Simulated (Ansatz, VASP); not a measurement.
WC in VASP and in Ansatz

```
CELL_PARAMETERS angstrom
2.92207 0.00000 0.00000
-1.46104 2.53059 0.00000
0.00000 0.00000 2.84632
ATOMIC_POSITIONS crystal
W 0.00000 0.00000 0.00000
C 0.66667 0.33333 0.50000
```

Alike in both runs: functional PBE; k mesh 15 × 15 × 14; occupations methfessel-paxton of order 1, width 0.1 eV; no spin polarisation.

Ansatz relaxed the structure, and its values are those at the end. VASP's run is a single point on that final structure, the one shown.

```csv
,VASP,Ansatz
version,VASP 6.6.1,Ansatz 0.2.0
potentials or method,"VASP PAW PBE potentials, release 64 (W_sv, C), cutoff 600 eV",plane-wave PAW DFT
valence electrons in the cell,18,18
```

|  | VASP | Ansatz | Ansatz less VASP |
| --- | --- | --- | --- |
| pressure (GPa) | 0.9 | 0.0 | -0.92 |

With one functional, cell and mesh, what is left measures potentials, basis and numerics.

Neither program's run includes spin-orbit coupling.
